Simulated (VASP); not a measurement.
Set up this calculation in VASP 6.6.1, as the native input.

* Task: relaxation of cell and atoms
* Functional: PBE
* Potentials or basis: VASP PAW PBE potentials, release 64 (Mo_sv, C)
* Cutoff: 600 eV
* k mesh: 4 × 4 × 4
* Occupations: gaussian, width 0.1 eV
* Spin: no spin polarisation
* Dipole correction: no
* Further INCAR settings: ALGO = Normal; EDIFF = 1e-06; IBRION = 2; EDIFFG = -0.04; NSW = 90; ISIF = 3

The structure of MoC2 lies in POSCAR:

```
MoC2
1.0
    4.3125144400      0.0000000000      0.0000000000
    0.0000000000      4.3125144400      0.0000000000
    0.0000000000      0.0000000000      6.0988164000
Mo C
1 2
Direct
    0.0000000000      0.0000000000      0.0000000000
    0.5000000000      0.0000000000      0.2500000000
    0.0000000000      0.5000000000      0.7500000000
```

This cell differs from its parent crystal: atoms taken out.

These files were run (other wordings do the same):

INCAR

```
PREC     = Accurate       # precision mode
ENCUT    = 600            # plane-wave cutoff, eV
EDIFF    = 1E-6           # SCF threshold, eV
ISMEAR   = 0              # smearing method
SIGMA    = 0.1            # smearing width, eV
LREAL    = F              # projectors in reciprocal space
LASPH    = T              # aspherical terms in the spheres
NELM     = 100            # most SCF steps
ALGO     = Normal         # electronic algorithm
ISIF     = 3              # what is computed and relaxed
LWAVE    = F              # write WAVECAR
LCHARG   = F              # write CHGCAR
GGA      = PE             # functional
IBRION   = 2              # ionic algorithm
NSW      = 90             # ionic steps
EDIFFG   = -0.04          # ionic threshold
```

KPOINTS

```
Automatic mesh
0
Gamma
  4 4 4
```

Potentials or basis: VASP PAW PBE potentials, release 64 (Mo_sv, C).

Run with:

```bash
$ cat potpaw_PBE.64/Mo_sv/POTCAR potpaw_PBE.64/C/POTCAR > POTCAR
$ mpirun -np 1 vasp_std > vasp.out
```

Results of the run:

```
Relaxed volume                        : 9.96 Å³/atom
Relaxed cell                          : a = 3.147 Å, b = 3.147 Å, c = 3.016 Å, α = 90.00°, β = 90.00°, γ = 90.00°
Space group after relaxing (to 0.1 Å) : P4/mmm (No. 123)
Energy gained by relaxing             : 3570.0 meV/atom
Ionic steps                           : 50
Pressure after relaxing               : 0.0 GPa
Largest force after relaxing          : 0.035 eV/Å
Band gap on the k mesh                : zero (bands 11 and 12 overlap by 1.21 eV)
```

Caveat: the k points lie up to 0.52 Å⁻¹ apart in the final cell, too coarse for converged energies and pressures of a metal; the cell differs from its parent crystal (atoms taken out); the volume moved by over 15 % at a fixed basis, so the end points are rough.

It took 31 min on 1 thread of Intel Xeon 8259CL, on a shared host, peak memory 0.28 GiB.
